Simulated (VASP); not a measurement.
TiO: single point with PBEsol

Crystal: TiO.

```
Ti O
1.0
     3.95117    0.00000    0.00000
     0.00000    3.95117    0.00000
     0.00000    0.00000    3.95117
Ti O
3 3
Direct
  0.50000 0.50000 0.00000
  0.00000 0.50000 0.50000
  0.50000 0.00000 0.50000
  0.00000 0.50000 0.00000
  0.50000 0.00000 0.00000
  0.00000 0.00000 0.50000
```

This cell differs from its parent crystal: volume scaled by 0.94.

```json
{"Program": "VASP 6.6.1", "Task": "single point", "Functional": "PBEsol", "Potentials or basis": "VASP PAW PBE potentials, release 64 (Ti_sv, O)", "Cutoff": "520 eV", "k mesh": "10 × 10 × 10", "Occupations": "gaussian, width 0.1 eV", "Spin": "no spin polarisation", "Dipole correction": "no", "Further INCAR settings": "ALGO = Normal; EDIFF = 1e-06; NBANDS = 36"}
```

| Item | Value |
| --- | --- |
| Pressure | 16.4 GPa |
| Band gap on the k mesh | zero (band 27 reaches 9.57 eV, above the bottom of band 28 at 7.36 eV) |

Levels at points of the mesh, in eV from the Fermi level:
| k point | band 24 | band 25 | band 26 | band 27 | band 28 | band 29 | band 30 | band 31 |
| --- | --- | --- | --- | --- | --- | --- | --- | --- |
| (0.00, 0.00, 0.00) | -3.20 | -3.20 | -1.78 | -1.78 | -1.78 | 1.44 | 1.44 | 1.44 |
| (0.50, 0.00, 0.00) | -3.93 | -2.82 | -1.32 | 0.42 | 0.42 | 0.74 | 1.48 | 1.74 |
| (0.50, 0.50, 0.00) | -2.71 | -1.37 | -0.86 | -0.01 | -0.01 | 2.09 | 2.16 | 2.22 |
| (0.50, 0.50, 0.50) | -3.20 | -0.74 | -0.74 | -0.74 | 0.78 | 2.98 | 2.98 | 2.98 |

Wall time 52 s on 1 thread of Intel(R) Xeon(R) 6975P-C (Granite Rapids), with other jobs on the host, peak memory 0.22 GiB.

Caveat: the PAW data sets were made with another functional, which shifts forces and pressure a little; semilocal functionals often make such compounds metallic where correlation or magnetic order opens a gap, which also shifts bond lengths.
